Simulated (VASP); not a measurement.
Write the native input for VASP 6.6.1 that does the following.

```
Task                   : relaxation of cell and atoms
Functional             : PBE
Potentials or basis    : VASP PAW PBE potentials, release 64 (P)
Cutoff                 : 600 eV
k mesh                 : 18 × 18 × 18
Occupations            : fermi-dirac, width 0.08 eV
Spin                   : no spin polarisation
Target pressure        : 450 GPa
Dipole correction      : no
Further INCAR settings : ALGO = Normal; EDIFF = 1e-06; IBRION = 2; EDIFFG = -0.005; NSW = 32; ISIF = 3
```

The structure of P lies in POSCAR:

```
P
1.0
    1.0228056110     -0.5905170948      3.3321164827
    0.0000000000      1.1810341896      3.3321164827
   -1.0228056110     -0.5905170948      3.3321164827
P
2
Direct
    0.2499998529      0.2499998529      0.2499998529
   -0.2499998529     -0.2499998529     -0.2499998529
```

This isn't the form of P at room conditions, which is orthorhombic.

One way to write it, as run:

INCAR

```
PREC = Accurate
ENCUT = 600
EDIFF = 1E-6
ISMEAR = -1
SIGMA = 0.08
LREAL = False
LASPH = True
NELM = 80
ALGO = Normal
ISIF = 3
LWAVE = False
LCHARG = False
GGA = PE
IBRION = 2
NSW = 32
EDIFFG = -0.005
PSTRESS = 4500.0
```

KPOINTS

```
Automatic mesh
0
Gamma
  18 18 18
```

Potentials or basis: VASP PAW PBE potentials, release 64 (P).

Run with:

```sh
$ cat potpaw_PBE.64/P/POTCAR > POTCAR
$ mpirun -np 1 vasp_std > vasp.out
```

Results of the run:

```yaml
Relaxed_volume: 6.00 Å³/atom
Relaxed_cell: a = 3.529 Å, b = 3.529 Å, c = 3.529 Å, α = 33.63°, β = 33.63°, γ = 33.63°
Space_group_after_relaxing_to_0.1_Å: Fm-3m (No. 225)
Energy_change_on_relaxing_the_run_minimises_the_enthalpy: +96.3 meV/atom
Ionic_steps: 7
Pressure_after_relaxing: 449.9 GPa
Band_gap_on_the_k_mesh: zero (bands 5 and 6 overlap by 17.11 eV)
```

Caveat: the cell is relaxed towards a set pressure, so the run minimises the enthalpy, not the energy.

It took 8.7 min on 1 thread of AMD EPYC 7R43 64-Core Processor (Zen 3), on a shared host, peak memory 0.17 GiB.
